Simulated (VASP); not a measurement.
# InP (I-4m2) in VASP: further runs

Runs on InP. Level: PBEsol. Tasks: single point.

Everything below comes from runs of VASP 6.6.1. Logs are shortened: lines on timing, memory, paths and dates and some standing lists are left out, and cuts for length are marked.

## 1. The cell of the first run

Symmetry: I-4m2, No. 119, tetragonal system. The conventional cell has a = 4.115 Å, b = 4.115 Å, c = 5.943 Å, α = 90.00°, β = 90.00°, γ = 90.00°. Within 3.3 Å of In (site symmetry -4m2) lie 4 P at 2.54 Å. P (site symmetry -4m2) has 4 In at 2.54 Å within 3.3 Å.

## 2. Single point, PBEsol (in-plane strain -0.01, then relaxed in part)

Input file INCAR:

```
SYSTEM = InP
PREC = Accurate
ENCUT = 520
EDIFF = 1E-6
ISMEAR = 0
SIGMA = 0.01
LREAL = .FALSE.
LASPH = .TRUE.
NELM = 100
ALGO = Normal
ISIF = 2
LWAVE = .FALSE.
LCHARG = .TRUE.
GGA = PS
LELF = .TRUE.
LVHAR = .TRUE.
NBANDS = 16
```

Input file KPOINTS:

```
regular mesh
0
G
  8 8 8
  0 0 0
```

Input file POSCAR:

```
InP
1.0
    2.9098893375      2.9098893375      0.0000000000
   -2.9098893375      2.9098893375      0.0000000000
    0.0000000000      2.9098893375      2.9715033918
In P
1 1
Direct
    0.0000000000      0.0000000000      0.0000000000
    0.7500000000      0.2500000000      0.5000000000
```

Potentials or basis: VASP PAW PBE potentials, release 64 (In_d, P).

On the command line:

```
$ cat potpaw_PBE.64/In_d/POTCAR potpaw_PBE.64/P/POTCAR > POTCAR
$ mpirun -np 1 vasp_std > vasp.out
```

OUTCAR:

```text
SYSTEM = InP
   PREC = Accurate
   ENCUT = 520
   EDIFF = 1E-6
   ISMEAR = 0
   LREAL = .FALSE.
   LASPH = .TRUE.
   NELM = 100
   ISIF = 2
   GGA = PS

 ion  position               nearest neighbor table
   1  0.000  0.000  0.000-   2 2.54   2 2.54   2 2.54   2 2.54
   2  0.750  0.250  0.500-   1 2.54   1 2.54   1 2.54   1 2.54

  LATTYP: Found a body centered tetragonal cell.
 ALAT       =     4.1152049661
 C/A-ratio  =     1.4441581483

  Lattice vectors:

 A1 = (   2.9098893375,   0.0000000000,  -2.9715033918)
 A2 = (  -2.9098893375,   0.0000000000,  -2.9715033918)
 A3 = (   0.0000000000,   2.9098893375,   2.9715033918)

Analysis of symmetry for initial positions (statically):
=====================================================================
 Subroutine PRICEL returns:
 Original cell was already a primitive cell.

 Routine SETGRP: Setting up the symmetry group for a
 body centered tetragonal supercell.

 Subroutine GETGRP returns: Found  8 space group operations
 (whereof  8 operations were pure point group operations)
 out of a pool of 16 trial point group operations.

The static configuration has the point symmetry D_2d.

Analysis of symmetry for dynamics (positions and initial velocities):
=====================================================================
 Subroutine PRICEL returns:
 Original cell was already a primitive cell.

 Routine SETGRP: Setting up the symmetry group for a
 body centered tetragonal supercell.

 Subroutine GETGRP returns: Found  8 space group operations
 (whereof  8 operations were pure point group operations)
 out of a pool of 16 trial point group operations.

The dynamic configuration has the point symmetry D_2d.

 Subroutine INISYM returns: Found  8 space group operations
 (whereof  8 operations are pure point group operations),
 and found     1 'primitive' translations

----------------------------------------------------------------------------------------

                                     Primitive cell

  volume of cell :      50.3221

  direct lattice vectors                    reciprocal lattice vectors
     2.909889338  2.909889338  0.000000000     0.171827840  0.171827840 -0.168264994
    -2.909889338  2.909889338  0.000000000    -0.171827840  0.171827840 -0.168264994
     0.000000000  2.909889338  2.971503392     0.000000000  0.000000000  0.336529988

  length of vectors
     4.115204966  4.115204966  4.159000885     0.295571855  0.295571855  0.336529988

  position of ions in fractional coordinates (direct lattice)
     0.000000000  0.000000000  0.000000000
     0.750000000  0.250000000  0.500000000

  ion indices of the primitive-cell ions
   primitive index   ion index
                 1           1
                 2           2

----------------------------------------------------------------------------------------

 KPOINTS: regular mesh

Automatic generation of k-mesh.
 Grid dimensions read from file:
 generate k-points for:    8    8    8

 Generating k-lattice:

  Cartesian coordinates                     Fractional coordinates (reciprocal lattice)
     0.021478480  0.021478480 -0.021033124     0.125000000  0.000000000  0.000000000
    -0.021478480  0.021478480 -0.021033124     0.000000000  0.125000000  0.000000000
     0.000000000  0.000000000  0.042066248     0.000000000  0.000000000  0.125000000

  Length of vectors
     0.036946482  0.036946482  0.042066248

  Shift w.r.t. Gamma in fractional coordinates (k-lattice)
     0.000000000  0.000000000  0.000000000

 Subroutine IBZKPT returns following result:
 ===========================================

 Found     59 irreducible k-points:

 Following reciprocal coordinates:
            Coordinates               Weight
  0.000000  0.000000  0.000000      1.000000
  0.125000  0.000000  0.000000      8.000000
  0.250000  0.000000  0.000000      8.000000
  0.375000  0.000000  0.000000      8.000000
  0.500000  0.000000  0.000000      4.000000
  0.125000  0.125000  0.000000      8.000000
[... 16 lines left out ...]
  0.250000  0.000000  0.125000      4.000000
  0.375000  0.000000  0.125000      8.000000
 [... further k-points ...]
   k-points           NKPTS =     59   k-points in BZ     NKDIM =     59   number of bands    NBANDS=     16
   number of dos      NEDOS =    301   number of ions     NIONS =      2
   total plane-waves  NPLWV =  32768
   dimension x,y,z NGX =    32 NGY =   32 NGZ =   32
   dimension x,y,z NGXF=    64 NGYF=   64 NGZF=   64
   ions per type =               1   1
   NGX,Y,Z   is equivalent  to a cutoff of  12.93, 12.93, 12.79 a.u.
   NGXF,Y,Z  is equivalent  to a cutoff of  25.85, 25.85, 25.58 a.u.
 SYSTEM =  InP
   PREC   = accura    normal or accurate (medium, high low for compatibility)
   ISTART =      0    job   : 0-new  1-cont  2-samecut
   ICHARG =      2    charge: 1-file 2-atom 10-const
   ISPIN  =      1    spin polarized calculation?
   LNONCOLLINEAR =      F non collinear calculations
   LSORBIT =      F    spin-orbit coupling
   LASPH  =      T    aspherical Exc in radial PAW
   ENCUT  =  520.0 eV  38.22 Ry    6.18 a.u.   7.65  7.65  7.73*2*pi/ulx,y,z
   NELM   =    100;   NELMIN=  2; NELMDL= -5     # of ELM steps
   EDIFF  = 0.1E-05   stopping-criterion for ELM
   LREAL  =      F    real-space projection
[... 7 lines left out ...]
   TEBEG  =    0.0;   TEEND  =   0.0 temperature during run
   PSTRESS=    0.0 pullay stress
   NELECT =      18.0000    total number of electrons
   NUPDOWN=      -1.0000    fix difference up-down
   EMIN   =  10.00;   EMAX   =-10.00  energy-range for DOS
   EFERMI =   0.00;   METHOD = LEGACY
   ISMEAR =     0;   SIGMA  =   0.01  broadening in eV -4-tet -1-fermi 0-gaus
   EFERMI_NEDOS =   21; number of points for ismear=-14 and -15
   IALGO  =     38    algorithm
   IMIX   =      4    mixing-type and parameters
     AMIX     =   0.40;   BMIX     =  1.00
     AMIX_MAG =   1.60;   BMIX_MAG =  1.00
  volume/ion in A,a.u.               =      25.16       169.80
  Fermi-wavevector in a.u.,A,eV,Ry     =   1.162107  2.196063 18.374554  1.350492
  Thomas-Fermi vector in A             =   2.298671
   LORBIT       =      0    0 simple, 1 ext, 2 COOP (PROOUT), +10 PAW based schemes
   GGA     = PS    functional components
   LHFCALC =     F    Hartree Fock is set to
   AEXX    =    0.0000 exact exchange contribution
   IVDW    =     0    specifies the selected vdW correction
   LEPSILON=     F    determine dielectric tensor
   LRPA    =     F    only Hartree local field effects (RPA)
 non-spin polarized calculation
 Gauss-broadening in eV      SIGMA  =   0.01
  energy-cutoff  :      520.00
  volume of cell :       50.32
 maximum number of plane-waves:      1379
   NGX = 15   NGY = 15   NGZ = 15

 number of electron      18.0000004 magnetization

 Free energy of the ion-electron system (eV)
  ---------------------------------------------------
  ext. energy  EPLUGINS =         0.00000000
  ---------------------------------------------------
  free energy    TOTEN  =        -9.15183924 eV

  energy without entropy =       -9.15183924  energy(sigma->0) =       -9.15183924

 E-fermi :   5.2557     XC(G=0):  -9.4805

 val. band max:        5.1284476668   @ k =   0.0000   0.0000   0.0000
 cond. band min:       5.7079762308   @ k =   0.0000   0.0000   0.0000
 fundamental gap:      0.5795285640
 Fermi energy:         5.2556934917

 k-point     1 :       0.0000    0.0000    0.0000
  band No.  band energies     occupation
      1      -9.0622      2.00000
      2      -9.0531      2.00000
      3      -9.0531      2.00000
      4      -8.9025      2.00000
      5      -8.9009      2.00000
      6      -6.4542      2.00000
[... 8 lines left out ...]
     15      14.3543      0.00000
     16      14.6897      0.00000

 k-point     2 :       0.1250    0.0000    0.0000
  band No.  band energies     occupation
      1      -9.0762      2.00000
      2      -9.0509      2.00000
      3      -9.0456      2.00000
      4      -8.9028      2.00000
      5      -8.9005      2.00000
      6      -6.2740      2.00000
[... 8 lines left out ...]
     15      13.9717      0.00000
     16      14.2617      0.00000

 k-point     3 :       0.2500    0.0000    0.0000
  band No.  band energies     occupation
      1      -9.1201      2.00000
      2      -9.0352      2.00000
      3      -9.0296      2.00000
      4      -8.9013      2.00000
      5      -8.8968      2.00000
      6      -5.7698      2.00000
[... 8 lines left out ...]
     15      13.6656      0.00000
     16      14.0674      0.00000

 k-point     4 :       0.3750    0.0000    0.0000
  band No.  band energies     occupation
      1      -9.1616      2.00000
      2      -9.0231      2.00000
      3      -9.0175      2.00000
      4      -8.8956      2.00000
      5      -8.8887      2.00000
      6      -5.0923      2.00000
[... 8 lines left out ...]
     15      14.5315      0.00000
     16      14.6056      0.00000

 k-point     5 :       0.5000    0.0000    0.0000
  band No.  band energies     occupation
      1      -9.1781      2.00000
      2      -9.0195      2.00000
      3      -9.0139      2.00000
      4      -8.8919      2.00000
      5      -8.8839      2.00000
      6      -4.7032      2.00000
[... 8 lines left out ...]
     15      15.6389      0.00000
     16      15.7681      0.00000

 k-point     6 :       0.1250    0.1250    0.0000
  band No.  band energies     occupation
      1      -9.1054      2.00000
      2      -9.0411      2.00000
      3      -9.0307      2.00000
      4      -8.9055      2.00000
      5      -8.8971      2.00000
      6      -5.9880      2.00000
[... 8 lines left out ...]
     15      13.9075      0.00000
     16      15.2821      0.00000
[... 267 lines left out ...]
 k-point    21 :       0.5000    0.5000    0.0000
  band No.  band energies     occupation
      1      -9.2450      2.00000
      2      -8.9572      2.00000
      3      -8.9522      2.00000
      4      -8.9479      2.00000
      5      -8.8639      2.00000
      6      -4.0140      2.00000
[... 8 lines left out ...]
     15      15.8054      0.00000
     16      16.8174      0.00000

 k-point    22 :       0.0000    0.0000    0.1250
  band No.  band energies     occupation
      1      -9.0947      2.00000
      2      -9.0384      2.00000
      3      -9.0384      2.00000
      4      -8.9064      2.00000
      5      -8.8976      2.00000
      6      -6.2205      2.00000
[... 8 lines left out ...]
     15      14.6196      0.00000
     16      14.8232      0.00000

 k-point    23 :       0.2500    0.0000    0.1250
  band No.  band energies     occupation
      1      -9.1034      2.00000
      2      -9.0375      2.00000
      3      -9.0371      2.00000
      4      -8.9077      2.00000
      5      -8.8952      2.00000
      6      -5.9800      2.00000
[... 8 lines left out ...]
     15      13.9711      0.00000
     16      15.1827      0.00000

 k-point    24 :       0.3750    0.0000    0.1250
  band No.  band energies     occupation
      1      -9.1446      2.00000
      2      -9.0228      2.00000
      3      -9.0199      2.00000
      4      -8.9073      2.00000
      5      -8.8902      2.00000
      6      -5.4037      2.00000
[... 8 lines left out ...]
     15      14.6485      0.00000
     16      15.2881      0.00000

 [... further k-points ...]
[... 5 lines left out ...]
  --------------------------------------------------------------------------------------
  -------------------------------------------------------------------------------------
  Total        0.2791892      0.2791892     -0.0073505      0.0000000      0.0000000      0.0000000
  in kB        8.8889403      8.8889403     -0.2340279      0.0000000      0.0000000      0.0000000
  external PRESSURE =       5.8479509 kB  Pullay stress =       0.0000000 kB

 VOLUME and BASIS-vectors are now :
 -----------------------------------------------------------------------------
  energy-cutoff  :      520.00
  volume of cell :       50.32
      direct lattice vectors                 reciprocal lattice vectors
     2.909889338  2.909889338  0.000000000     0.171827840  0.171827840 -0.168264994
    -2.909889338  2.909889338  0.000000000    -0.171827840  0.171827840 -0.168264994
     0.000000000  2.909889338  2.971503392     0.000000000  0.000000000  0.336529988

 POSITION                                       TOTAL-FORCE (eV/Angst)
 -----------------------------------------------------------------------------------
      0.00000      0.00000      0.00000        -0.000000      0.000000      0.000000
      1.45494      4.36483      1.48575         0.000000     -0.000000      0.000000
 -----------------------------------------------------------------------------------
    total drift:                                0.000000     -0.000000     -0.000000

  FREE ENERGIE OF THE ION-ELECTRON SYSTEM (eV)
  ---------------------------------------------------
  free  energy   TOTEN  =        -9.1518392429 eV

  energy  without entropy=       -9.1518392429  energy(sigma->0) =       -9.15183924
```

Run time: 58 s. Hardware: 1 thread of Intel Xeon 8259CL, shared host; peak memory 0.2 GiB.

Results:

```
Free energy            : -9.1518 eV
Pressure               : 0.6 GPa
Band gap on the k mesh : 0.58 eV, direct
```

Levels at points of the mesh, in eV from the valence-band top:
```csv
k point,band 6,band 7,band 8,band 9,band 10,band 11,band 12,band 13
"(0.00, 0.00, 0.00)",-11.58,-0.10,0.00,0.00,0.58,3.97,3.97,4.01
"(0.50, 0.00, 0.00)",-9.83,-5.84,-1.09,-0.95,1.36,4.64,4.78,6.92
"(0.50, 0.50, 0.00)",-9.14,-5.81,-2.43,-2.42,1.56,2.07,9.12,9.41
"(0.00, 0.00, 0.50)",-9.22,-5.94,-2.31,-2.31,1.68,2.26,8.93,9.51
```

Caveat: the cell differs from its parent crystal (in-plane strain -0.01, then relaxed in part); the PAW data sets were made with another functional, which shifts forces and pressure a little; spin-orbit coupling is left out, which moves the levels of the heavy elements.

## 3. Single point, PBEsol (in-plane strain -0.005, then relaxed in part)

Input file INCAR:

```
PREC = Accurate ; ENCUT = 520
EDIFF = 1E-7 ; ISMEAR = 0
SIGMA = 0.01 ; LREAL = F
LASPH = T ; NELM = 80
ALGO = Normal ; ISIF = 2
LWAVE = F ; LCHARG = T
GGA = PS ; LELF = T
LVHAR = T ; NBANDS = 16
```

Input file KPOINTS:

```
regular mesh
0
Gamma
  8 8 8
```

Input file POSCAR:

```
InP
1.0
    2.9245857483      2.9245857483      0.0000000000
   -2.9245857483      2.9245857483      0.0000000000
    0.0000000000      2.9245857483      2.9552071279
In P
1 1
Direct
    0.0000000000      0.0000000000      0.0000000000
    0.7500000000      0.2500000000      0.5000000000
```

Potentials or basis: VASP PAW PBE potentials, release 64 (In_d, P).

On the command line:

```
$ cat potpaw_PBE.64/In_d/POTCAR potpaw_PBE.64/P/POTCAR > POTCAR
$ mpirun -np 1 vasp_std > vasp.out
```

It took 61 s on 1 thread of Intel Xeon 8259CL, shared host; peak memory 0.2 GiB.

It converged, with:

* Free energy: -9.1540 eV
* Pressure: 0.3 GPa
* Band gap on the k mesh: 0.57 eV, direct

Stress tensor (GPa, compression positive):
```
 0.43  0.00  0.00
 0.00  0.43  0.00
 0.00  0.00 -0.02
```

Levels at points of the mesh, in eV from the valence-band top:
```tsv
k point	band 6	band 7	band 8	band 9	band 10	band 11	band 12	band 13
(0.00, 0.00, 0.00)	-11.53	-0.05	0.00	0.00	0.57	3.99	3.99	4.01
(0.50, 0.00, 0.00)	-9.80	-5.79	-1.03	-0.96	1.37	4.68	4.75	6.92
(0.50, 0.50, 0.00)	-9.13	-5.79	-2.38	-2.37	1.60	2.12	9.08	9.44
(0.00, 0.00, 0.50)	-9.16	-5.86	-2.32	-2.32	1.66	2.21	8.98	9.49
```

Caveat: the cell differs from its parent crystal (in-plane strain -0.005, then relaxed in part); the PAW data sets were made with another functional, which shifts forces and pressure a little; spin-orbit coupling is left out, which moves the levels of the heavy elements.

## 4. Single point, PBEsol (in-plane strain -0.005)

Input file INCAR:

```
PREC = Accurate
ENCUT = 520
EDIFF = 1E-6
ISMEAR = 0
SIGMA = 0.01
LREAL = F
LASPH = T
NELM = 100
ALGO = Normal
ISIF = 2
LWAVE = F
LCHARG = F
GGA = PS
NBANDS = 16
```

Input file KPOINTS:

```
Automatic mesh
0
Gamma
  8 8 8
```

Changes to POSCAR since step 3:

```diff
@@ -4,3 +4,3 @@
    -2.9245857483      2.9245857483      0.0000000000
-    0.0000000000      2.9245857483      2.9552071279
+    0.0000000000      2.9245857483      2.9481000056
 In P
```

On the command line:

```
$ cat potpaw_PBE.64/In_d/POTCAR potpaw_PBE.64/P/POTCAR > POTCAR
$ mpirun -np 1 vasp_std > vasp.out
```

Run time: 52 s. Hardware: 1 thread of Intel Xeon 8259CL, shared host; peak memory 0.2 GiB.

It converged, with:

```yaml
Free_energy: -9.1539 eV
Pressure: 0.4 GPa
Band_gap_on_the_k_mesh: 0.59 eV, direct
```

Stress tensor (GPa, compression positive):
```
0.56 0.00 0.00
0.00 0.56 0.00
0.00 0.00 0.22
```

Levels at points of the mesh, in eV from the valence-band top:
| k point | band 5 | band 6 | band 7 | band 8 | band 9 | band 10 | band 11 | band 12 | band 13 | band 14 |
| --- | --- | --- | --- | --- | --- | --- | --- | --- | --- | --- |
| (0.00, 0.00, 0.00) | -14.00 | -11.55 | -0.04 | 0.00 | 0.00 | 0.59 | 4.00 | 4.00 | 4.01 | 8.33 |
| (0.50, 0.00, 0.00) | -13.99 | -9.80 | -5.80 | -1.02 | -0.97 | 1.38 | 4.70 | 4.75 | 6.93 | 9.29 |
| (0.50, 0.50, 0.00) | -13.97 | -9.13 | -5.80 | -2.38 | -2.37 | 1.61 | 2.13 | 9.09 | 9.47 | 9.52 |
| (0.00, 0.00, 0.50) | -13.97 | -9.16 | -5.85 | -2.33 | -2.33 | 1.65 | 2.20 | 9.02 | 9.51 | 9.51 |

Caveat: the cell differs from its parent crystal (in-plane strain -0.005); the PAW data sets were made with another functional, which shifts forces and pressure a little; spin-orbit coupling is left out, which moves the levels of the heavy elements.

## 5. Single point, PBEsol (in-plane strain +0.005, then relaxed in part)

Input file INCAR:

```
  PREC = Accurate
  ENCUT = 520
  EDIFF = 1E-6
  ISMEAR = 0
  SIGMA = 0.01
  LREAL = False
  LASPH = True
  NELM = 80
  ALGO = Normal
  ISIF = 2
  LWAVE = False
  LCHARG = False
  GGA = PS
  NBANDS = 16
```

KPOINTS is that of step 4.

Input file POSCAR:

```
InP
1.0
    2.9539785699      2.9539785699      0.0000000000
   -2.9539785699      2.9539785699      0.0000000000
    0.0000000000      2.9539785699      2.9224624110
In P
1 1
Direct
    0.0000000000      0.0000000000      0.0000000000
    0.7500000000      0.2500000000      0.5000000000
```

On the command line:

```
$ cat potpaw_PBE.64/In_d/POTCAR potpaw_PBE.64/P/POTCAR > POTCAR
$ mpirun -np 1 vasp_std > vasp.out
```

Wall time 53 s (1 thread of Intel Xeon 8259CL, shared host); peak memory 0.2 GiB.

The run converged. Its results:

```
Free energy            : -9.1541 eV
Pressure               : -0.3 GPa
Band gap on the k mesh : 0.51 eV, direct
```

Stress tensor (GPa, compression positive):
```
-0.46  0.00  0.00
 0.00 -0.46  0.00
 0.00  0.00 -0.02
```

Levels at points of the mesh, in eV from the valence-band top:
```
           k point  band 5  band 6  band 7  band 8  band 9  band 10  band 11  band 12  band 13  band 14
(0.00, 0.00, 0.00)  -14.01  -11.49   -0.05   -0.05    0.00     0.51     3.97     3.99     3.99     8.26
(0.50, 0.00, 0.00)  -13.99   -9.78   -5.76   -1.03   -0.96     1.33     4.66     4.74     6.89     9.22
(0.50, 0.50, 0.00)  -13.97   -9.15   -5.81   -2.32   -2.32     1.64     2.17     8.94     9.37     9.44
(0.00, 0.00, 0.50)  -13.97   -9.11   -5.75   -2.38   -2.38     1.58     2.07     9.05     9.40     9.40
```

Caveat: the cell differs from its parent crystal (in-plane strain +0.005, then relaxed in part); the PAW data sets were made with another functional, which shifts forces and pressure a little; spin-orbit coupling is left out, which moves the levels of the heavy elements.

## 6. The runs side by side

| cell | gap on the mesh (eV) | pressure (GPa) |
| --- | --- | --- |
| a = 4.115, b = 4.115, c = 4.159 Å, angles 60.3, 60.3, 90.0°, 2 atoms | 0.58 | 0.6 |
| a = 4.136, b = 4.136, c = 4.158 Å, angles 60.2, 60.2, 90.0°, 2 atoms | 0.57 | 0.3 |
| a = 4.136, b = 4.136, c = 4.153 Å, angles 60.1, 60.1, 90.0°, 2 atoms | 0.59 | 0.4 |
| a = 4.178, b = 4.178, c = 4.155 Å, angles 59.8, 59.8, 90.0°, 2 atoms | 0.51 | -0.3 |

Alike in all rows: task single point; level PBEsol; potentials or basis VASP PAW PBE potentials, release 64 (In_d, P); no spin polarisation; k mesh 8 × 8 × 8; cutoff (eV) 520; smearing gaussian 0.01 eV.

Caveats: the PAW data sets were made with another functional, which shifts forces and pressure a little; spin-orbit coupling is left out, which moves the levels of the heavy elements.

Total energies depend on the potentials used, so only differences within one code and one set of settings carry meaning.
